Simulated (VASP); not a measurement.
Ni, 4 atoms in the cell. It takes space group Cmce (No. 64, orthorhombic). The conventional cell has a = 2.764 Å, b = 8.769 Å, c = 3.658 Å, α = 90.00°, β = 90.00°, γ = 90.00°. Ni (site symmetry m) has 3 Ni at 1.81 to 1.84 Å within 2.4 Å. 

* Program: VASP 6.6.1
* Task: single point
* Functional: PBE
* Potentials or basis: VASP PAW PBE potentials, release 64 (Ni_sv_GW)
* Cutoff: 590 eV
* k mesh: 6 × 6 × 6
* Occupations: gaussian, width 0.1 eV
* Spin: collinear spin, ferromagnetic start
* Starting moments: [2.0, 2.0, 2.0, 2.0] μB
* Dipole correction: no
* Further INCAR settings: ALGO = Normal; EDIFF = 1e-06; NBANDS = 48

Potentials or basis: VASP PAW PBE potentials, release 64 (Ni_sv_GW).

The run is started by

```console
$ cat potpaw_PBE.64/Ni_sv_GW/POTCAR > POTCAR
$ mpirun -np 1 vasp_std > vasp.out
```

Hardware: 1 thread of AMD EPYC 9R45 96-Core Processor (Zen 5) (shared host).

Question: How long does it take, and how much memory?

Answer: Wall time 5.5 min on 1 thread of AMD EPYC 9R45 96-Core Processor (Zen 5) (shared host), peak memory 0.33 GiB. Counts: scf iterations 15, k points 52.
